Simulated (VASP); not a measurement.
# C (R-3m) in VASP: notebook

Runs on C. Level: PBEsol. Tasks: single point.

All numbers are computed with VASP 6.6.1; they aren't measurements. Logs are shortened: lines on timing, memory, paths and dates and some standing lists are left out, and cuts for length are marked.

## (1) The cell of the first run

It takes space group R-3m (No. 166, trigonal). Conventional cell: a = 2.500 Å, b = 2.500 Å, c = 6.278 Å, α = 90.00°, β = 90.00°, γ = 120.00°. C (site symmetry 3m) has 4 C at 1.54 to 1.57 Å within 2.0 Å.

## (2) Single point, PBEsol (strained cell)

File INCAR:

```
SYSTEM = C
  PREC = Accurate
  ENCUT = 600
  EDIFF = 1E-6
  ISMEAR = 0
  SIGMA = 0.02
  LREAL = .False.
  LASPH = .True.
  NELM = 120
  ALGO = Normal
  ISIF = 2
  LWAVE = .False.
  LCHARG = .True.
  GGA = PS
  LELF = .True.
  LVHAR = .True.
  NBANDS = 11
  GGA_COMPAT = .False.
```

File KPOINTS:

```
regular mesh
0
Gamma
  9 9 9
  0 0 0
```

File POSCAR:

```
C
1.0
    0.0296138761      1.7975622819      1.7975622819
    1.7975622819      0.0296138761      1.7975622819
    1.7975622819      1.7975622819      0.0296138761
C
2
Direct
    0.0001323068      0.0001323068      0.0001323068
    0.2498676932      0.2498676932      0.2498676932
```

Potentials or basis: VASP PAW PBE potentials, release 64 (C).

On the command line:

```
cat potpaw_PBE.64/C/POTCAR > POTCAR
mpirun -np 1 vasp_std > vasp.out
```

OUTCAR:

```text
SYSTEM = C
   PREC = Accurate
   ENCUT = 600
   EDIFF = 1E-6
   ISMEAR = 0
   LREAL = .False.
   LASPH = .True.
   NELM = 120
   ISIF = 2
   GGA = PS

 ion  position               nearest neighbor table
   1  0.000  0.000  0.000-   2 1.54   2 1.54   2 1.54   2 1.57
   2  0.250  0.250  0.250-   1 1.54   1 1.54   1 1.54   1 1.57

  LATTYP: Found a trigonal (rhomboedric) cell.
 ALAT       =     2.5423094415
 COS(alpha) =     0.5164043864

  Lattice vectors:

 A1 = (   0.0296138761,   1.7975622819,   1.7975622819)
 A2 = (   1.7975622819,   0.0296138761,   1.7975622819)
 A3 = (   1.7975622819,   1.7975622819,   0.0296138761)

Analysis of symmetry for initial positions (statically):
=====================================================================
 Subroutine PRICEL returns:
 Original cell was already a primitive cell.

 Routine SETGRP: Setting up the symmetry group for a
 trigonal (rhombohedral) supercell.

 Subroutine GETGRP returns: Found 12 space group operations
 (whereof  6 operations were pure point group operations)
 out of a pool of 12 trial point group operations.

The static configuration has the point symmetry C_3v.
 The point group associated with its full space group is D_3d.

Analysis of symmetry for dynamics (positions and initial velocities):
=====================================================================
 Subroutine PRICEL returns:
 Original cell was already a primitive cell.

 Routine SETGRP: Setting up the symmetry group for a
 trigonal (rhombohedral) supercell.

 Subroutine GETGRP returns: Found 12 space group operations
 (whereof  6 operations were pure point group operations)
 out of a pool of 12 trial point group operations.

The dynamic configuration has the point symmetry C_3v.
 The point group associated with its full space group is D_3d.

 Subroutine INISYM returns: Found 12 space group operations
 (whereof  6 operations are pure point group operations),
 and found     1 'primitive' translations

----------------------------------------------------------------------------------------

                                     Primitive cell

  volume of cell :      11.3296

  direct lattice vectors                    reciprocal lattice vectors
     0.029613876  1.797562282  1.797562282    -0.285124252  0.280503114  0.280503114
     1.797562282  0.029613876  1.797562282     0.280503114 -0.285124252  0.280503114
     1.797562282  1.797562282  0.029613876     0.280503114  0.280503114 -0.285124252

  length of vectors
[... 91 lines left out ...]
   TEBEG  =    0.0;   TEEND  =   0.0 temperature during run
   PSTRESS=    0.0 pullay stress
   NELECT =       8.0000    total number of electrons
   NUPDOWN=      -1.0000    fix difference up-down
   EMIN   =  10.00;   EMAX   =-10.00  energy-range for DOS
   EFERMI =   0.00;   METHOD = LEGACY
   ISMEAR =     0;   SIGMA  =   0.02  broadening in eV -4-tet -1-fermi 0-gaus
   EFERMI_NEDOS =   21; number of points for ismear=-14 and -15
   IALGO  =     38    algorithm
   IMIX   =      4    mixing-type and parameters
     AMIX     =   0.40;   BMIX     =  1.00
     AMIX_MAG =   1.60;   BMIX_MAG =  1.00
  volume/ion in A,a.u.               =       5.66        38.23
  Fermi-wavevector in a.u.,A,eV,Ry     =   1.457805  2.754853 28.915054  2.125196
  Thomas-Fermi vector in A             =   2.574564
   LORBIT       =      0    0 simple, 1 ext, 2 COOP (PROOUT), +10 PAW based schemes
   GGA     = PS    functional components
   LHFCALC =     F    Hartree Fock is set to
   AEXX    =    0.0000 exact exchange contribution
   IVDW    =     0    specifies the selected vdW correction
   LEPSILON=     F    determine dielectric tensor
   LRPA    =     F    only Hartree local field effects (RPA)
 non-spin polarized calculation
 Gauss-broadening in eV      SIGMA  =   0.02
  energy-cutoff  :      600.00
  volume of cell :       11.33
 maximum number of plane-waves:       387
   NGX = 11   NGY = 11   NGZ = 11

 number of electron       7.9999999 magnetization

 Free energy of the ion-electron system (eV)
  ---------------------------------------------------
  ext. energy  EPLUGINS =         0.00000000
  ---------------------------------------------------
  free energy    TOTEN  =       -19.23695495 eV

  energy without entropy =      -19.23695495  energy(sigma->0) =      -19.23695495

 E-fermi :   9.8888     XC(G=0): -13.4388

 val. band max:        9.7498687842   @ k =   0.0000   0.0000   0.0000
 cond. band min:      13.7472228612   @ k =   0.3333   0.3333  -0.0000
 fundamental gap:      3.9973540770
 Fermi energy:         9.8888066390

 k-point     1 :       0.0000    0.0000    0.0000
  band No.  band energies     occupation
      1     -11.8145      2.00000
      2       9.6713      2.00000
      3       9.7499      2.00000
      4       9.7499      2.00000
      5      14.7530      0.00000
      6      15.5103      0.00000
      7      15.5103      0.00000
      8      23.1748      0.00000
      9      28.7162      0.00000
     10      36.2201      0.00000
     11      36.2201      0.00000
[... 309 lines left out ...]
 k-point    24 :       0.4444    0.4444    0.0000
  band No.  band energies     occupation
      1      -4.7913      2.00000
      2      -1.2241      2.00000
      3       3.3300      2.00000
      4       3.6645      2.00000
      5      13.8381      0.00000
      6      15.1001      0.00000
      7      26.1187      0.00000
      8      26.1329      0.00000
      9      32.3663      0.00000
     10      33.1138      0.00000
     11      42.2929      0.00000

 [... further k-points ...]

------------------------ aborting loop because EDIFF is reached ----------------------------------------

  FORCE on cell =-STRESS in cart. coord.  units (eV):
  Direction    XX          YY          ZZ          XY          YZ          ZX
  --------------------------------------------------------------------------------------
  -------------------------------------------------------------------------------------
  Total       -0.2509045     -0.2509045     -0.2509045     -0.6537451     -0.6537451     -0.6537451
  in kB      -35.4815963    -35.4815963    -35.4815963    -92.4492037    -92.4492037    -92.4492037
  external PRESSURE =     -35.4815963 kB  Pullay stress =       0.0000000 kB

 VOLUME and BASIS-vectors are now :
 -----------------------------------------------------------------------------
  energy-cutoff  :      600.00
  volume of cell :       11.33
      direct lattice vectors                 reciprocal lattice vectors
     0.029613876  1.797562282  1.797562282    -0.285124252  0.280503114  0.280503114
     1.797562282  0.029613876  1.797562282     0.280503114 -0.285124252  0.280503114
     1.797562282  1.797562282  0.029613876     0.280503114  0.280503114 -0.285124252

 POSITION                                       TOTAL-FORCE (eV/Angst)
 -----------------------------------------------------------------------------------
      0.00048      0.00048      0.00048         0.005429      0.005429      0.005429
      0.90571      0.90571      0.90571        -0.005429     -0.005429     -0.005429
 -----------------------------------------------------------------------------------
    total drift:                               -0.000000     -0.000000     -0.000000

  FREE ENERGIE OF THE ION-ELECTRON SYSTEM (eV)
  ---------------------------------------------------
  free  energy   TOTEN  =       -19.2369549453 eV

  energy  without entropy=      -19.2369549453  energy(sigma->0) =      -19.23695495
```

Wall time 16 s (1 thread of Intel Xeon 8259CL, shared host); peak memory 0.12 GiB.

What came out:

```
Free energy            : -19.2370 eV
Pressure               : -3.5 GPa
Largest force          : 0.009 eV/Å
Band gap on the k mesh : 4.00 eV (least direct gap 5.00 eV)
```

Forces in eV/Å, atoms in the order of the input:
```
C    0.005  0.005  0.005
C   -0.005 -0.005 -0.005
```

Stress tensor (GPa, compression positive):
```
-3.55 -9.24 -9.24
-9.24 -3.55 -9.24
-9.24 -9.24 -3.55
```

Levels at points of the mesh, in eV from the valence-band top:
```
           k point  band 1  band 2  band 3  band 4  band 5  band 6  band 7  band 8  band 9
(0.00, 0.00, 0.00)  -21.56   -0.08    0.00    0.00    5.00    5.76    5.76   13.42   18.97
```

Caveat: the cell differs from its parent crystal (strained cell); the cell stands under tension; the PAW data sets were made with another functional, which shifts forces and pressure a little; an odd mesh through Γ misses points on the zone boundary, where band edges can lie.

## (3) Single point, PBEsol (strained cell)

File INCAR:

```
SYSTEM = C
ALGO = Normal
EDIFF = 1E-6
ENCUT = 600
GGA = PS
GGA_COMPAT = .FALSE.
ISIF = 2
ISMEAR = 0
LASPH = .TRUE.
LCHARG = .TRUE.
LELF = .TRUE.
LREAL = .FALSE.
LVHAR = .TRUE.
LWAVE = .FALSE.
NBANDS = 11
NELM = 120
PREC = Accurate
SIGMA = 0.02
```

File KPOINTS:

```
k-points
0
G
  9 9 9
  0 0 0
```

File POSCAR:

```
C
1.0
    0.0242275992      1.8002554204      1.8002554204
    1.8002554204      0.0242275992      1.8002554204
    1.8002554204      1.8002554204      0.0242275992
C
2
Direct
    0.0000947630      0.0000947630      0.0000947630
    0.2499052370      0.2499052370      0.2499052370
```

Potentials or basis: VASP PAW PBE potentials, release 64 (C).

On the command line:

```
cat potpaw_PBE.64/C/POTCAR > POTCAR
mpirun -np 1 vasp_std > vasp.out
```

OUTCAR:

```text
SYSTEM = C
   EDIFF = 1E-6
   ENCUT = 600
   GGA = PS
   ISIF = 2
   ISMEAR = 0
   LASPH = .TRUE.
   LREAL = .FALSE.
   NELM = 120
   PREC = Accurate

 ion  position               nearest neighbor table
   1  0.000  0.000  0.000-   2 1.54   2 1.54   2 1.54   2 1.57
   2  0.250  0.250  0.250-   1 1.54   1 1.54   1 1.54   1 1.57

  LATTYP: Found a trigonal (rhomboedric) cell.
 ALAT       =     2.5460609054
 COS(alpha) =     0.5134113746

  Lattice vectors:

 A1 = (   0.0242275992,   1.8002554204,   1.8002554204)
 A2 = (   1.8002554204,   0.0242275992,   1.8002554204)
 A3 = (   1.8002554204,   1.8002554204,   0.0242275992)

Analysis of symmetry for initial positions (statically):
=====================================================================
 Subroutine PRICEL returns:
 Original cell was already a primitive cell.

 Routine SETGRP: Setting up the symmetry group for a
 trigonal (rhombohedral) supercell.

 Subroutine GETGRP returns: Found 12 space group operations
 (whereof  6 operations were pure point group operations)
 out of a pool of 12 trial point group operations.

The static configuration has the point symmetry C_3v.
 The point group associated with its full space group is D_3d.
[... 174 lines left out ...]
      4       9.6110      2.00000
      5      14.6963      0.00000
      6      15.3089      0.00000
      7      15.3089      0.00000
      8      22.8194      0.00000
      9      28.4619      0.00000
     10      35.9837      0.00000
     11      35.9837      0.00000
[... 309 lines left out ...]
 k-point    24 :       0.4444    0.4444   -0.0000
  band No.  band energies     occupation
      1      -4.8450      2.00000
      2      -1.3037      2.00000
      3       3.2829      2.00000
      4       3.5536      2.00000
      5      13.7151      0.00000
      6      14.9171      0.00000
      7      25.8681      0.00000
      8      25.8749      0.00000
      9      32.0528      0.00000
     10      32.8071      0.00000
     11      42.0169      0.00000

 [... further k-points ...]

------------------------ aborting loop because EDIFF is reached ----------------------------------------

  FORCE on cell =-STRESS in cart. coord.  units (eV):
  Direction    XX          YY          ZZ          XY          YZ          ZX
  --------------------------------------------------------------------------------------
  -------------------------------------------------------------------------------------
  Total       -0.5406409     -0.5406409     -0.5406409     -0.5280794     -0.5280794     -0.5280794
  in kB      -75.7605817    -75.7605817    -75.7605817    -74.0003240    -74.0003240    -74.0003240
  external PRESSURE =     -75.7605817 kB  Pullay stress =       0.0000000 kB

 VOLUME and BASIS-vectors are now :
 -----------------------------------------------------------------------------
  energy-cutoff  :      600.00
  volume of cell :       11.43
      direct lattice vectors                 reciprocal lattice vectors
     0.024227599  1.800255420  1.800255420    -0.283408837  0.279645406  0.279645406
     1.800255420  0.024227599  1.800255420     0.279645406 -0.283408837  0.279645406
     1.800255420  1.800255420  0.024227599     0.279645406  0.279645406 -0.283408837

 POSITION                                       TOTAL-FORCE (eV/Angst)
 -----------------------------------------------------------------------------------
      0.00034      0.00034      0.00034         0.004357      0.004357      0.004357
      0.90584      0.90584      0.90584        -0.004357     -0.004357     -0.004357
 -----------------------------------------------------------------------------------
    total drift:                                0.000000      0.000000      0.000000

  FREE ENERGIE OF THE ION-ELECTRON SYSTEM (eV)
  ---------------------------------------------------
  free  energy   TOTEN  =       -19.2391910512 eV

  energy  without entropy=      -19.2391910512  energy(sigma->0) =      -19.23919105
```

OSZICAR:

```text
N       E                     dE             d eps       ncg     rms          rms(c)
DAV:   1     0.221939363403E+01    0.22194E+01   -0.53289E+03  1910   0.808E+02
DAV:   2    -0.193996183696E+02   -0.21619E+02   -0.20794E+02  2430   0.131E+02
DAV:   3    -0.198863991606E+02   -0.48678E+00   -0.48554E+00  2217   0.152E+01
DAV:   4    -0.198872528529E+02   -0.85369E-03   -0.85368E-03  2022   0.785E-01
DAV:   5    -0.198872538700E+02   -0.10170E-05   -0.10171E-05  2151   0.263E-02    0.551E+00
DAV:   6    -0.194064526036E+02    0.48080E+00   -0.24633E-01  1945   0.343E+00    0.324E+00
DAV:   7    -0.192386250498E+02    0.16783E+00   -0.29715E-01  2050   0.381E+00    0.669E-01
DAV:   8    -0.192391648738E+02   -0.53982E-03   -0.74610E-03  1978   0.679E-01    0.294E-02
DAV:   9    -0.192391825313E+02   -0.17657E-04   -0.16466E-05  2270   0.371E-02    0.213E-02
DAV:  10    -0.192391912425E+02   -0.87112E-05   -0.37840E-06  2028   0.170E-02    0.439E-03
DAV:  11    -0.192391910512E+02    0.19132E-06   -0.13910E-07  1175   0.333E-03
   1 F= -.19239191E+02 E0= -.19239191E+02  d E =-.958569E-33
```

Wall time 18 s (1 thread of Intel Xeon 8259CL, shared host); peak memory 0.12 GiB.

What came out:

```yaml
Free_energy: -19.2392 eV
Pressure: -7.6 GPa
Largest_force: 0.008 eV/Å
Band_gap_on_the_k_mesh: 3.99 eV (least direct gap 5.09 eV)
```

Forces on the atoms (eV/Å):
```
C    0.004  0.004  0.004
C   -0.004 -0.004 -0.004
```

Caveat: the cell differs from its parent crystal (strained cell); the cell stands under tension; the PAW data sets were made with another functional, which shifts forces and pressure a little; an odd mesh through Γ misses points on the zone boundary, where band edges can lie.

(Continued in part 2 of 2.)
